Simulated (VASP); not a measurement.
**Pt: single point with PBE**

Pt:

```
CELL_PARAMETERS angstrom
-2.19279 2.55726 1.37505
2.55726 -2.19279 1.37505
2.66838 2.66838 -0.70753
ATOMIC_POSITIONS crystal
Pt 0.01609 0.98391 0.00000
Pt 0.73391 0.26609 0.50000
```

```
Program             : VASP 6.6.1
Task                : single point
Functional          : PBE
Potentials or basis : VASP PAW PBE potentials, release 64 (Pt)
Cutoff              : 520 eV
k mesh              : 14 × 14 × 10
Occupations         : fermi-dirac, width 0.1 eV
Spin                : no spin polarisation
```

```yaml
Pressure: -14.1 GPa
Largest_force: 0.041 eV/Å
Band_gap_on_the_k_mesh: zero (bands 10 and 11 overlap by 1.14 eV)
```

Forces on the atoms (eV/Å):
```
Pt  -0.029  0.029  0.000
Pt   0.029 -0.029  0.000
```

Stress tensor (GPa, compression positive):
```
-13.96  -1.25   0.11
 -1.25 -13.96   0.11
  0.11   0.11 -14.38
```

Levels at points of the mesh, in eV from the Fermi level:
| k point | band 8 | band 9 | band 10 | band 11 | band 12 | band 13 |
| --- | --- | --- | --- | --- | --- | --- |
| (0.00, 0.00, 0.00) | -1.44 | -0.74 | -0.39 | 0.66 | 3.57 | 7.14 |
| (0.50, 0.00, 0.00) | -1.52 | -0.89 | 0.34 | 1.76 | 3.05 | 6.09 |
| (0.50, 0.50, 0.00) | -1.84 | -1.13 | -0.39 | -0.17 | 0.13 | 10.40 |
| (0.00, 0.00, 0.50) | -2.19 | -1.75 | -1.75 | 0.19 | 0.19 | 11.68 |
| (0.50, 0.00, 0.50) | -1.63 | -0.21 | -0.21 | 2.67 | 2.67 | 6.36 |
| (0.50, 0.50, 0.50) | -1.49 | -0.78 | -0.78 | -0.31 | -0.31 | 4.11 |

It took 2.4 min on 1 thread of Intel(R) Xeon(R) 6975P-C (Granite Rapids), with other jobs on the host, peak memory 0.37 GiB.

Caveat: the cell stands under tension; spin-orbit coupling is left out, which moves the levels of the heavy elements.
